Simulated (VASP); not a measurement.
# MgO (P6_3mc) in VASP: single point with r2SCAN

Aim: the single point of MgO with r2SCAN.

All numbers are computed with VASP 6.6.1; they aren't measurements. Logs are shortened: lines on timing, memory, paths and dates and some standing lists are left out, and cuts for length are marked.

### 1 The cell of the first run

It takes space group P6_3mc (No. 186, hexagonal). The conventional cell has a = 3.308 Å, b = 3.308 Å, c = 4.983 Å, α = 90.00°, β = 90.00°, γ = 120.00°. Mg (site symmetry 3m) has 4 O at 1.97 to 1.99 Å within 2.6 Å. Within 2.6 Å of O (site symmetry 3m) lie 4 Mg at 1.97 to 1.99 Å.

### 2 Single point, r2SCAN

POSCAR

```
MgO
1.0
    6.6155746204     -0.0000003582      0.0000000000
   -1.6538933102      2.8646278209      0.0000000000
    0.0000000000      0.0000000000      4.9828820000
Mg O
4 4
Direct
    0.1666666667      0.6666666667      0.0021600000
    0.3333333333      0.3333333333      0.5021600000
    0.6666666667      0.6666666667      0.0021600000
    0.8333333333      0.3333333333      0.5021600000
    0.1666666667      0.6666666667      0.4024400000
    0.3333333333      0.3333333333      0.9024400000
    0.6666666667      0.6666666667      0.4024400000
    0.8333333333      0.3333333333      0.9024400000
```

INCAR.step1

```
ALGO = Normal ; EDIFF = 1E-5
ENCUT = 660 ; GGA = PE
GGA_COMPAT = False ; ISMEAR = -1
LASPH = True ; LCHARG = False
LREAL = False ; LWAVE = True
NBANDS = 26 ; NELM = 120
PREC = Accurate ; SIGMA = 0.05
```

INCAR.step2

```
ALGO = Normal ; EDIFF = 1E-6
ENCUT = 660 ; GGA_COMPAT = False
ISIF = 2 ; ISMEAR = -1
ISTART = 1 ; LASPH = True
LCHARG = False ; LMIXTAU = True
LREAL = False ; LWAVE = False
METAGGA = R2SCAN ; NBANDS = 26
NELM = 120 ; PREC = Accurate
SIGMA = 0.05
```

KPOINTS

```
k-points
0
Gamma
  2 4 4
```

Potentials or basis: VASP PAW PBE potentials, release 64 (Mg, O).

On the command line:

```sh
> cat potpaw_PBE.64/Mg/POTCAR potpaw_PBE.64/O/POTCAR > POTCAR
> cp INCAR.step1 INCAR
> mpirun -np 1 vasp_std > vasp.out
> cp INCAR.step2 INCAR
> mpirun -np 1 vasp_std > vasp.out
```

OUTCAR:

```text
EDIFF = 1E-6
   ENCUT = 660
   ISIF = 2
   ISMEAR = -1
   ISTART = 1
   LASPH = True
   LREAL = False
   METAGGA = R2SCAN
   NELM = 120
   PREC = Accurate

 ion  position               nearest neighbor table
   1  0.167  0.667  0.002-   6 1.97   6 1.97   8 1.97   5 1.99   2 3.14   2 3.14   2 3.14   2 3.14
                             4 3.14   4 3.14   3 3.31   3 3.31   3 3.31   3 3.31
   2  0.333  0.333  0.502-   5 1.97   5 1.97   7 1.97   6 1.99   1 3.14   1 3.14   1 3.14   1 3.14
                             3 3.14   3 3.14   4 3.31   4 3.31   4 3.31   4 3.31
   3  0.667  0.667  0.002-   8 1.97   8 1.97   6 1.97   7 1.99   4 3.14   4 3.14   4 3.14   4 3.14
                             2 3.14   2 3.14   1 3.31   1 3.31   1 3.31   1 3.31
   4  0.833  0.333  0.502-   7 1.97   7 1.97   5 1.97   8 1.99   3 3.14   3 3.14   3 3.14   3 3.14
                             1 3.14   1 3.14   2 3.31   2 3.31   2 3.31   2 3.31
   5  0.167  0.667  0.402-   2 1.97   2 1.97   4 1.97   1 1.99
   6  0.333  0.333  0.902-   1 1.97   1 1.97   3 1.97   2 1.99
   7  0.667  0.667  0.402-   4 1.97   4 1.97   2 1.97   3 1.99
   8  0.833  0.333  0.902-   3 1.97   3 1.97   1 1.97   4 1.99

  Warning from LATTYP: Monoclinic adjustment (A1->A3, A2->A1, A3->A2)!
  LATTYP: Found a simple orthorhombic cell.
 ALAT       =     3.3077871204
 B/A-ratio  =     1.5064095175
 C/A-ratio  =     1.7320509401

  Lattice vectors:

 A1 = (  -1.6538933102,   2.8646278209,   0.0000000000)
 A2 = (   0.0000000000,   0.0000000000,   4.9828820000)
 A3 = (   4.9616813102,   2.8646274627,   0.0000000000)

Analysis of symmetry for initial positions (statically):
=====================================================================
 Subroutine PRICEL returns following result:

  LATTYP: Found a hexagonal cell.
 ALAT       =     3.3077873102
 C/A-ratio  =     1.5064094311

  Lattice vectors:

 A1 = (   3.3077873102,  -0.0000001791,   0.0000000000)
 A2 = (  -1.6538933102,   2.8646278209,   0.0000000000)
 A3 = (   0.0000000000,   0.0000000000,   4.9828820000)

   2 primitive cells build up your supercell.

 Routine SETGRP: Setting up the symmetry group for a
 simple orthorhombic supercell.

 Subroutine GETGRP returns: Found  4 space group operations
 (whereof  2 operations were pure point group operations)
 out of a pool of  8 trial point group operations.

The static configuration has the point symmetry C_1h.
 The point group associated with its full space group is C_2v.

Analysis of symmetry for dynamics (positions and initial velocities):
=====================================================================
 Subroutine PRICEL returns following result:

  LATTYP: Found a hexagonal cell.
 ALAT       =     3.3077873102
 C/A-ratio  =     1.5064094311

  Lattice vectors:

 A1 = (   3.3077873102,  -0.0000001791,   0.0000000000)
 A2 = (  -1.6538933102,   2.8646278209,   0.0000000000)
 A3 = (   0.0000000000,   0.0000000000,   4.9828820000)

   2 primitive cells build up your supercell.

 Routine SETGRP: Setting up the symmetry group for a
 simple orthorhombic supercell.

 Subroutine GETGRP returns: Found  4 space group operations
 (whereof  2 operations were pure point group operations)
 out of a pool of  8 trial point group operations.

The dynamic configuration has the point symmetry C_1h.
 The point group associated with its full space group is C_2v.

 Subroutine INISYM returns: Found  4 space group operations
 (whereof  2 operations are pure point group operations),
 and found     2 'primitive' translations

----------------------------------------------------------------------------------------

                                     Primitive cell

  volume of cell :      47.2157

  direct lattice vectors                    reciprocal lattice vectors
     3.307787310 -0.000000179  0.000000000     0.302316908  0.174542713  0.000000000
    -1.653893310  2.864627821  0.000000000     0.000000019  0.349085499  0.000000000
     0.000000000  0.000000000  4.982882000     0.000000000  0.000000000  0.200687072

  length of vectors
     3.307787310  3.307787120  4.982882000     0.349085479  0.349085499  0.200687072

  position of ions in fractional coordinates (direct lattice)
     0.333333333  0.666666667  0.002160000
     0.666666667  0.333333333  0.502160000
     0.333333333  0.666666667  0.402440000
     0.666666667  0.333333333  0.902440000

  ion indices of the primitive-cell ions
   primitive index   ion index
                 1           1
                 2           2
                 3           5
                 4           6

----------------------------------------------------------------------------------------

 KPOINTS: k-points

Automatic generation of k-mesh.
 Grid dimensions read from file:
 generate k-points for:    2    4    4

 Generating k-lattice:

  Cartesian coordinates                     Fractional coordinates (reciprocal lattice)
     0.075579227  0.043635678  0.000000000     0.500000000  0.000000000  0.000000000
     0.000000005  0.087271375  0.000000000    -0.000000000  0.250000000  0.000000000
     0.000000000  0.000000000  0.050171768     0.000000000  0.000000000  0.250000000

  Length of vectors
     0.087271370  0.087271375  0.050171768

  Shift w.r.t. Gamma in fractional coordinates (k-lattice)
     0.000000000  0.000000000  0.000000000

 Subroutine IBZKPT returns following result:
 ===========================================

 Found     15 irreducible k-points:

 Following reciprocal coordinates:
            Coordinates               Weight
  0.000000  0.000000  0.000000      1.000000
  0.500000  0.000000  0.000000      1.000000
  0.000000  0.250000  0.000000      4.000000
  0.000000  0.500000  0.000000      1.000000
  0.500000  0.500000  0.000000      1.000000
  0.000000  0.000000  0.250000      2.000000
  0.500000  0.000000  0.250000      2.000000
  0.000000  0.250000  0.250000      8.000000
  0.000000  0.500000  0.250000      2.000000
  0.500000  0.500000  0.250000      2.000000
  0.000000  0.000000  0.500000      1.000000
  0.500000  0.000000  0.500000      1.000000
  0.000000  0.250000  0.500000      4.000000
  0.000000  0.500000  0.500000      1.000000
  0.500000  0.500000  0.500000      1.000000
   k-points           NKPTS =     15   k-points in BZ     NKDIM =     15   number of bands    NBANDS=     26
   number of dos      NEDOS =    301   number of ions     NIONS =      8
   total plane-waves  NPLWV =  65856
   dimension x,y,z NGX =    56 NGY =   28 NGZ =   42
   dimension x,y,z NGXF=   112 NGYF=   56 NGZF=   84
   ions per type =               4   4
   NGX,Y,Z   is equivalent  to a cutoff of  14.07, 14.07, 14.01 a.u.
   NGXF,Y,Z  is equivalent  to a cutoff of  28.15, 28.15, 28.03 a.u.
 SYSTEM =  unknown system
   PREC   = accura    normal or accurate (medium, high low for compatibility)
   ISTART =      1    job   : 0-new  1-cont  2-samecut
   ICHARG =      0    charge: 1-file 2-atom 10-const
   ISPIN  =      1    spin polarized calculation?
   LNONCOLLINEAR =      F non collinear calculations
   LSORBIT =      F    spin-orbit coupling
   LASPH  =      T    aspherical Exc in radial PAW
   ENCUT  =  660.0 eV  48.51 Ry    6.96 a.u.  13.86  6.93 10.44*2*pi/ulx,y,z
   NELM   =    120;   NELMIN=  2; NELMDL=  0     # of ELM steps
   EDIFF  = 0.1E-05   stopping-criterion for ELM
   LREAL  =      F    real-space projection
   EDIFFG = 0.1E-04   stopping-criterion for IOM
   NSW    =      0    number of steps for IOM
   IBRION =     -1    ionic relax: 0-MD 1-quasi-New 2-CG
   NFREE  =      0    steps in history (QN), initial steepest desc. (CG)
   ISIF   =      2    stress and relaxation
   ISYM   =      2    0-nonsym 1-usesym 2-fastsym
   POTIM  = 0.5000    time-step for ionic-motion
   TEBEG  =    0.0;   TEEND  =   0.0 temperature during run
   PSTRESS=    0.0 pullay stress
   NELECT =      32.0000    total number of electrons
   NUPDOWN=      -1.0000    fix difference up-down
   EMIN   =  10.00;   EMAX   =-10.00  energy-range for DOS
   EFERMI =   0.00;   METHOD = LEGACY
   ISMEAR =    -1;   SIGMA  =   0.05  broadening in eV -4-tet -1-fermi 0-gaus
   EFERMI_NEDOS =   21; number of points for ismear=-14 and -15
   IALGO  =     38    algorithm
   IMIX   =      4    mixing-type and parameters
     AMIX     =   0.40;   BMIX     =  1.00
     AMIX_MAG =   1.60;   BMIX_MAG =  1.00
  volume/ion in A,a.u.               =      11.80        79.66
  Fermi-wavevector in a.u.,A,eV,Ry     =   1.141351  2.156841 17.724078  1.302683
  Thomas-Fermi vector in A             =   2.278052
   LORBIT       =      0    0 simple, 1 ext, 2 COOP (PROOUT), +10 PAW based schemes
   METAGGA = R2SCAN    functional components
   LHFCALC =     F    Hartree Fock is set to
   AEXX    =    0.0000 exact exchange contribution
   IVDW    =     0    specifies the selected vdW correction
   LEPSILON=     F    determine dielectric tensor
   LRPA    =     F    only Hartree local field effects (RPA)
 non-spin polarized calculation
  energy-cutoff  :      660.00
  volume of cell :       94.43
 maximum number of plane-waves:      3660
 NGX is ok and might be reduce to    56
   NGX = 27   NGY = 13   NGZ = 21

 number of electron      32.0000000 magnetization

 Free energy of the ion-electron system (eV)
  ---------------------------------------------------
  ext. energy  EPLUGINS =         0.00000000
  ---------------------------------------------------
  free energy    TOTEN  =       -63.72535338 eV

  energy without entropy =      -63.72535338  energy(sigma->0) =      -63.72535338

 E-fermi :   1.7699     XC(G=0): -10.1980

 val. band max:        0.7359784078   @ k =   0.0000   0.0000   0.0000
 cond. band min:       4.8652530322   @ k =   0.0000   0.0000   0.0000
 fundamental gap:      4.1292746244
 Fermi energy:         1.7698906119

 k-point     1 :       0.0000    0.0000    0.0000
  band No.  band energies     occupation
      1     -16.4787      2.00000
      2     -15.8576      2.00000
      3     -15.6933      2.00000
      4     -15.6156      2.00000
      5      -2.5464      2.00000
      6      -2.3679      2.00000
[... 18 lines left out ...]
     25      15.5976      0.00000
     26      15.7590      0.00000
[... 383 lines left out ...]
      4     -15.7305      2.00000
      5      -2.0775      2.00000
      6      -2.0775      2.00000
[... 18 lines left out ...]
     25      14.8554      0.00000
     26      14.8554      0.00000

------------------------ aborting loop because EDIFF is reached ----------------------------------------

  FORCE on cell =-STRESS in cart. coord.  units (eV):
  Direction    XX          YY          ZZ          XY          YZ          ZX
  --------------------------------------------------------------------------------------
  -------------------------------------------------------------------------------------
  Total       -0.8660300     -0.8660290     -0.6658779     -0.0000009      0.0000000     -0.0000000
  in kB      -14.6935638    -14.6935470    -11.2976682     -0.0000145      0.0000000     -0.0000000
  external PRESSURE =     -13.5615930 kB  Pullay stress =       0.0000000 kB

 VOLUME and BASIS-vectors are now :
 -----------------------------------------------------------------------------
  energy-cutoff  :      660.00
  volume of cell :       94.43
      direct lattice vectors                 reciprocal lattice vectors
     6.615574620 -0.000000358  0.000000000     0.151158454  0.087271356  0.000000000
    -1.653893310  2.864627821  0.000000000     0.000000019  0.349085499  0.000000000
     0.000000000  0.000000000  4.982882000     0.000000000  0.000000000  0.200687072

 POSITION                                       TOTAL-FORCE (eV/Angst)
 -----------------------------------------------------------------------------------
      0.00000      1.90975      0.01076        -0.000001     -0.000000      0.030379
      1.65389      0.95488      2.50220         0.000001      0.000000      0.030379
      3.30779      1.90975      0.01076        -0.000001     -0.000000      0.030379
      4.96168      0.95488      2.50220         0.000001      0.000000      0.030379
      0.00000      1.90975      2.00531         0.000014      0.000008     -0.030379
      1.65389      0.95488      4.49675        -0.000014     -0.000008     -0.030379
      3.30779      1.90975      2.00531         0.000014      0.000008     -0.030379
      4.96168      0.95488      4.49675        -0.000014     -0.000008     -0.030379
 -----------------------------------------------------------------------------------
    total drift:                                0.000000      0.000000      0.044135

  FREE ENERGIE OF THE ION-ELECTRON SYSTEM (eV)
  ---------------------------------------------------
  free  energy   TOTEN  =       -63.7253533790 eV

  energy  without entropy=      -63.7253533789  energy(sigma->0) =      -63.72535338
```

It took 2 min on 1 thread of AMD EPYC 9R45 (Zen 5), shared host; peak memory 0.25 GiB.

What came out:

| Item | Value |
| --- | --- |
| Free energy | -63.7254 eV |
| Pressure | -1.4 GPa |
| Largest force | 0.030 eV/Å |
| Band gap on the k mesh | 4.13 eV |

Forces in eV/Å, atoms in the order of the input:
```
Mg   0.000  0.000  0.030
Mg   0.000  0.000  0.030
Mg   0.000  0.000  0.030
Mg   0.000  0.000  0.030
O    0.000  0.000 -0.030
O    0.000  0.000 -0.030
O    0.000  0.000 -0.030
O    0.000  0.000 -0.030
```

Levels at points of the mesh, in eV from the valence-band top:
| k point | band 13 | band 14 | band 15 | band 16 | band 17 | band 18 | band 19 | band 20 |
| --- | --- | --- | --- | --- | --- | --- | --- | --- |
| (0.00, 0.00, 0.00) | -0.53 | -0.46 | -0.46 | 0.00 | 4.13 | 8.47 | 8.85 | 9.38 |
| (0.50, 0.00, 0.00) | -0.47 | -0.47 | -0.24 | -0.24 | 6.23 | 6.23 | 10.10 | 10.10 |
| (0.00, 0.50, 0.00) | -0.83 | -0.83 | -0.53 | -0.53 | 8.47 | 8.47 | 8.85 | 8.85 |
| (0.50, 0.50, 0.00) | -1.02 | -1.02 | -0.74 | -0.74 | 8.40 | 8.40 | 9.29 | 9.29 |
| (0.00, 0.00, 0.50) | -0.64 | -0.64 | -0.64 | -0.64 | 6.67 | 6.67 | 8.09 | 8.09 |
| (0.50, 0.00, 0.50) | -0.80 | -0.80 | -0.80 | -0.80 | 7.62 | 7.62 | 7.62 | 7.62 |
| (0.00, 0.50, 0.50) | -0.73 | -0.73 | -0.73 | -0.73 | 8.09 | 8.09 | 8.09 | 8.09 |
| (0.50, 0.50, 0.50) | -0.48 | -0.48 | -0.48 | -0.48 | 8.62 | 8.62 | 8.62 | 8.62 |

Caveat: the k points lie up to 0.55 Å⁻¹ apart; the PAW data sets were made with another functional, which shifts forces and pressure a little.
